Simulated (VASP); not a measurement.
Input of a VASP 6.6.1 run:

The input INCAR:

```
  ALGO = Normal
  EDIFF = 1E-7
  ENCUT = 520
  GGA = PE
  ISIF = 2
  ISMEAR = -1
  LASPH = True
  LCHARG = False
  LREAL = Auto
  LWAVE = False
  NBANDS = 38
  NELM = 60
  PREC = Accurate
  SIGMA = 0.16
```

Contents of KPOINTS:

```
k-points
0
Gamma
  3 3 3
```

File POSCAR:

```
Li
1.0
    6.9800000000      0.0000000000      0.0000000000
    0.0000000000      6.9800000000      0.0000000000
    0.0000000000      0.0000000000      6.9800000000
Li
16
Direct
   -0.0671489971      0.1438825215     -0.0728939828
    0.5291833811      0.0318051576     -0.1183810888
    0.0561031519      0.4849570201      0.1614613181
    0.0292406877     -0.0506590258      0.3872636103
    0.3487679083      0.2401862464      0.2705157593
    0.6201719198      0.5156017192     -0.0188538682
    0.5756160458      0.0098853868      0.5533524355
    0.8078366762      0.2905300860      0.2736532951
    0.0739684814      0.3400143266      0.5477363897
    0.4088968481      0.8425501433      0.2643123209
    0.3205730659      0.2457736390      0.7611891117
    0.4620487106      0.6027507163      0.5461031519
    0.7776361032      0.7837392550      0.3015616046
    0.7297564470      0.3398997135      0.7295272206
    0.2395272206      0.7910601719      0.7764613181
    0.9039684814      0.6829226361      0.6472063037
```

Potentials or basis: VASP PAW PBE potentials, release 64 (Li_sv).

Command:

```sh
$ cat potpaw_PBE.64/Li_sv/POTCAR > POTCAR
$ mpirun -np 1 vasp_std > vasp.out
```

Q: Estimate the largest force.

A: 1.634 eV/Å.

Q: Predict the band gap on the k mesh.

A: Zero (bands 24 and 25 overlap by 0.37 eV).

Forces on the atoms (eV/Å):
```
Li   0.470 -0.593  0.275
Li   0.642 -0.695  1.332
Li   0.551  0.749 -0.558
Li   0.997  0.766  0.313
Li   0.251  0.059 -0.182
Li  -0.446  0.531  0.515
Li   0.354  0.141 -0.397
Li  -0.947 -0.423  0.321
Li  -0.098  0.180 -0.189
Li  -0.584 -0.179 -0.596
Li  -0.338  0.563  0.227
Li   0.145 -0.456 -0.107
Li  -0.535 -0.646 -0.740
Li  -0.040 -0.077 -0.871
Li  -0.070  0.056  0.316
Li  -0.353  0.025  0.340
```

Caveat: forces of over 1 eV/Å act on the atoms, so gaps and moduli don't describe the material at rest.
